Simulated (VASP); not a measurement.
# LiCl (Fm-3m) in VASP: relaxation of cell and atoms with PBEsol

Aim: the relaxation of cell and atoms of LiCl with PBEsol.

All numbers are computed with VASP 6.6.1; they aren't measurements. Logs are shortened: lines on timing, memory, paths and dates and some standing lists are left out, and cuts for length are marked.

## (1) The cell of the first run

It takes space group Fm-3m (No. 225, cubic). The conventional cell has a = 5.130 Å, b = 5.130 Å, c = 5.130 Å, α = 90.00°, β = 90.00°, γ = 90.00°. Li (site symmetry m-3m) has 6 Cl at 2.56 Å within 3.4 Å. Within 3.4 Å of Cl (site symmetry m-3m) lie 6 Li at 2.56 Å.

## (2) Relaxation of cell and atoms, PBEsol

File INCAR:

```
SYSTEM = LiCl
ALGO     = Normal         ! electronic algorithm
EDIFF    = 1E-6           ! SCF threshold, eV
EDIFFG   = -0.005         ! ionic threshold
ENCUT    = 600            ! plane-wave cutoff, eV
GGA      = PS             ! functional
IBRION   = 2              ! ionic algorithm
ISIF     = 3              ! what is computed and relaxed
ISMEAR   = 0              ! smearing method
LASPH    = .True.         ! aspherical terms in the spheres
LCHARG   = .False.        ! write CHGCAR
LREAL    = .False.        ! projectors in reciprocal space
LWAVE    = .False.        ! write WAVECAR
NELM     = 60             ! most SCF steps
NSW      = 100            ! ionic steps
PREC     = Accurate       ! precision mode
SIGMA    = 0.02           ! smearing width, eV
```

File KPOINTS:

```
k-points
0
Gamma
  8 8 8
  0 0 0
```

File POSCAR:

```
LiCl
1.0
    0.0000000000     -2.5647600000     -2.5647600000
    2.5647600000      0.0000000000     -2.5647600000
    2.5647600000     -2.5647600000      0.0000000000
Li Cl
1 1
Direct
    0.0000000000      0.0000000000      0.0000000000
    0.5000000000      0.5000000000      0.5000000000
```

Potentials or basis: VASP PAW PBE potentials, release 64 (Li_sv, Cl).

The run is started by

```sh
cat potpaw_PBE.64/Li_sv/POTCAR potpaw_PBE.64/Cl/POTCAR > POTCAR
mpirun -np 1 vasp_std > vasp.out
```

OUTCAR:

```text
SYSTEM = LiCl
   EDIFF = 1E-6
   EDIFFG = -0.005
   ENCUT = 600
   GGA = PS
   IBRION = 2
   ISIF = 3
   ISMEAR = 0
   LASPH = .True.
   LREAL = .False.
   NELM = 60
   NSW = 100
   PREC = Accurate

 ion  position               nearest neighbor table
   1  0.000  0.000  0.000-   2 2.56   2 2.56   2 2.56   2 2.56   2 2.56   2 2.56
   2  0.500  0.500  0.500-   1 2.56   1 2.56   1 2.56   1 2.56   1 2.56   1 2.56

  LATTYP: Found a face centered cubic cell.
 ALAT       =     5.1295200000

  Lattice vectors:

 A1 = (   0.0000000000,  -2.5647600000,  -2.5647600000)
 A2 = (   2.5647600000,   0.0000000000,  -2.5647600000)
 A3 = (   2.5647600000,  -2.5647600000,   0.0000000000)

Analysis of symmetry for initial positions (statically):
=====================================================================
 Subroutine PRICEL returns:
 Original cell was already a primitive cell.

 Routine SETGRP: Setting up the symmetry group for a
 face centered cubic supercell.

 Subroutine GETGRP returns: Found 48 space group operations
 (whereof 48 operations were pure point group operations)
 out of a pool of 48 trial point group operations.

The static configuration has the point symmetry O_h .

Analysis of symmetry for dynamics (positions and initial velocities):
=====================================================================
 Subroutine PRICEL returns:
 Original cell was already a primitive cell.

 Routine SETGRP: Setting up the symmetry group for a
 face centered cubic supercell.

 Subroutine GETGRP returns: Found 48 space group operations
 (whereof 48 operations were pure point group operations)
 out of a pool of 48 trial point group operations.

The dynamic configuration has the point symmetry O_h .

 Subroutine INISYM returns: Found 48 space group operations
 (whereof 48 operations are pure point group operations),
 and found     1 'primitive' translations

----------------------------------------------------------------------------------------

                                     Primitive cell

  volume of cell :      33.7420

  direct lattice vectors                    reciprocal lattice vectors
     0.000000000 -2.564760000 -2.564760000    -0.194950015 -0.194950015 -0.194950015
     2.564760000  0.000000000 -2.564760000     0.194950015  0.194950015 -0.194950015
     2.564760000 -2.564760000  0.000000000     0.194950015 -0.194950015  0.194950015

  length of vectors
     3.627118376  3.627118376  3.627118376     0.337663331  0.337663331  0.337663331

  position of ions in fractional coordinates (direct lattice)
     0.000000000  0.000000000  0.000000000
     0.500000000  0.500000000  0.500000000

[... 97 lines left out ...]
  volume/ion in A,a.u.               =      16.87       113.85
  Fermi-wavevector in a.u.,A,eV,Ry     =   1.091486  2.062609 16.209183  1.191341
  Thomas-Fermi vector in A             =   2.227732
   LORBIT       =      0    0 simple, 1 ext, 2 COOP (PROOUT), +10 PAW based schemes
   GGA     = PS    functional components
   LHFCALC =     F    Hartree Fock is set to
   AEXX    =    0.0000 exact exchange contribution
   IVDW    =     0    specifies the selected vdW correction
   LEPSILON=     F    determine dielectric tensor
   LRPA    =     F    only Hartree local field effects (RPA)
 conjugate gradient relaxation of ions
 non-spin polarized calculation
 Gauss-broadening in eV      SIGMA  =   0.02
  energy-cutoff  :      600.00
  volume of cell :       33.74
 maximum number of plane-waves:      1158
 NGX is ok and might be reduce to    30
   NGX = 15   NGY = 15   NGZ = 15

--------------------------------------- Ionic step        1  -------------------------------------------

 number of electron      10.0000004 magnetization

 Free energy of the ion-electron system (eV)
  ---------------------------------------------------
  ext. energy  EPLUGINS =         0.00000000
  ---------------------------------------------------
  free energy    TOTEN  =        -7.63462839 eV

  energy without entropy =       -7.63462839  energy(sigma->0) =       -7.63462839

------------------------ aborting loop because EDIFF is reached ----------------------------------------

  FORCE on cell =-STRESS in cart. coord.  units (eV):
  Direction    XX          YY          ZZ          XY          YZ          ZX
  --------------------------------------------------------------------------------------
  -------------------------------------------------------------------------------------
  Total       -0.2732205     -0.2732205     -0.2732205      0.0000000      0.0000000      0.0000000
  in kB      -12.9733945    -12.9733945    -12.9733945      0.0000000      0.0000000      0.0000000
  external PRESSURE =     -12.9733945 kB  Pullay stress =       0.0000000 kB
[... 95 lines left out ...]
--------------------------------------- Ionic step        4  -------------------------------------------

 number of electron       9.9999995 magnetization

 Free energy of the ion-electron system (eV)
  ---------------------------------------------------
  ext. energy  EPLUGINS =         0.00000000
  ---------------------------------------------------
  free energy    TOTEN  =        -7.64027759 eV

  energy without entropy =       -7.64027759  energy(sigma->0) =       -7.64027759

 E-fermi :   0.9484     XC(G=0):  -9.0872

 val. band max:        0.8453513703   @ k =   0.0000   0.0000   0.0000
 cond. band min:       7.2150419142   @ k =   0.0000   0.0000   0.0000
 fundamental gap:      6.3696905438
 Fermi energy:         0.9483603042

 k-point     1 :       0.0000    0.0000    0.0000
  band No.  band energies     occupation
      1     -41.9010      2.00000
      2     -12.6952      2.00000
      3       0.8454      2.00000
      4       0.8454      2.00000
      5       0.8454      2.00000
      6       7.2150      0.00000
      7      12.6885      0.00000
      8      12.6885      0.00000
      9      12.6885      0.00000
[... 265 lines left out ...]
 k-point    24 :      -0.3750    0.2500    0.1250
  band No.  band energies     occupation
      1     -41.8966      2.00000
      2     -11.9268      2.00000
      3      -1.9146      2.00000
      4      -0.5884      2.00000
      5       0.2108      2.00000
      6       8.9708      0.00000
      7      10.1203      0.00000
      8      11.3828      0.00000
      9      12.7221      0.00000

 [... further k-points ...]

------------------------ aborting loop because EDIFF is reached ----------------------------------------

  FORCE on cell =-STRESS in cart. coord.  units (eV):
  Direction    XX          YY          ZZ          XY          YZ          ZX
  --------------------------------------------------------------------------------------
  -------------------------------------------------------------------------------------
  Total       -0.0083537     -0.0083537     -0.0083537     -0.0000000     -0.0000000     -0.0000000
  in kB       -0.4129872     -0.4129872     -0.4129872     -0.0000000     -0.0000000     -0.0000000
  external PRESSURE =      -0.4129872 kB  Pullay stress =       0.0000000 kB
[... 17 lines left out ...]
  FREE ENERGIE OF THE ION-ELECTRON SYSTEM (eV)
  ---------------------------------------------------
  free  energy   TOTEN  =        -7.6402775885 eV

  energy  without entropy=       -7.6402775885  energy(sigma->0) =       -7.64027759

 reached required accuracy - stopping structural energy minimisation
```

OSZICAR:

```text
N       E                     dE             d eps       ncg     rms          rms(c)
DAV:   1     0.431373050762E+02    0.43137E+02   -0.44876E+03   522   0.111E+03
DAV:   2    -0.565981395433E+01   -0.48797E+02   -0.47095E+02   695   0.166E+02
DAV:   3    -0.763413961059E+01   -0.19743E+01   -0.19711E+01   582   0.397E+01
DAV:   4    -0.768930199177E+01   -0.55162E-01   -0.55120E-01   850   0.648E+00
[... 25 lines left out ...]
       N       E                     dE             d eps       ncg     rms          rms(c)
DAV:   1    -0.764093858578E+01   -0.71123E-03   -0.13251E-02   522   0.871E-01    0.168E-01
DAV:   2    -0.764035035156E+01    0.58823E-03   -0.15751E-03   648   0.281E-01    0.594E-02
DAV:   3    -0.764027748812E+01    0.72863E-04   -0.29582E-04   542   0.112E-01    0.370E-02
DAV:   4    -0.764027758852E+01   -0.10040E-06   -0.73368E-06   898   0.234E-02
   4 F= -.76402776E+01 E0= -.76402776E+01  d E =-.564920E-02
```

CONTCAR:

```text
LiCl
   1.00000000000000
    -0.0000000000000000   -2.5305090712745733   -2.5305090712745733
     2.5305090712745733   -0.0000000000000000   -2.5305090712745733
     2.5305090712745733   -2.5305090712745733   -0.0000000000000000
  Li              Cl
     1     1
Direct
     1.0000000000000000    1.0000000000000000    0.0000000000000000
     0.5000000000000000    0.5000000000000000    0.5000000000000000

  0.00000000E+00  0.00000000E+00  0.00000000E+00
  0.00000000E+00  0.00000000E+00  0.00000000E+00
```

It took 40 s on 1 thread of AMD EPYC 7R43 (Zen 3), shared host; peak memory 0.12 GiB.

Results:

```
Free energy                           : -7.6403 eV
Relaxed volume                        : 16.20 Å³/atom
Relaxed cell                          : a = 3.579 Å, b = 3.579 Å, c = 3.579 Å, α = 60.00°, β = 60.00°, γ = 60.00°
Space group after relaxing (to 0.1 Å) : Fm-3m (No. 225)
Energy gained by relaxing             : 2.8 meV/atom
Ionic steps                           : 4
Pressure after relaxing               : 0.0 GPa
Band gap on the k mesh                : 6.37 eV
```

Step by step:
| step | energy change (eV) | largest force (eV/Å) | pressure (GPa) | volume (Å³) |
| --- | --- | --- | --- | --- |
| 1 | 0.0000 | 0.0000 | -1.30 | 33.74 |
| 2 | -0.0042 | 0.0000 | -0.68 | 33.08 |
| 3 | -0.0056 | 0.0000 | -0.12 | 32.53 |
| 4 | -0.0056 | 0.0000 | -0.04 | 32.41 |

Final structure:
```yaml
crystal:
  lattice:
    - [0.00000, -2.53051, -2.53051]
    - [2.53051, 0.00000, -2.53051]
    - [2.53051, -2.53051, 0.00000]
  atoms:
    - { symbol: Li, position: [0.00000, 0.00000, 0.00000] }
    - { symbol: Cl, position: [0.50000, 0.50000, 0.50000] }
```

Levels at points of the mesh, in eV from the valence-band top:
| k point | band 1 | band 2 | band 3 | band 4 | band 5 | band 6 | band 7 | band 8 | band 9 |
| --- | --- | --- | --- | --- | --- | --- | --- | --- | --- |
| (0.00, 0.00, 0.00) | -42.75 | -13.54 | 0.00 | 0.00 | 0.00 | 6.37 | 11.84 | 11.84 | 11.84 |
| (0.50, 0.00, 0.00) | -42.74 | -12.90 | -3.04 | -0.28 | -0.28 | 6.60 | 9.41 | 9.41 | 13.24 |
| (0.50, 0.50, 0.00) | -42.74 | -12.62 | -3.15 | -1.20 | -1.20 | 7.86 | 8.03 | 12.62 | 14.30 |

Caveat: the cutoff is under 1.25 times the usual one of these potentials, so pressure, stress and relaxed cells hold a basis-set (Pulay) error; the PAW data sets were made with another functional, which shifts forces and pressure a little.
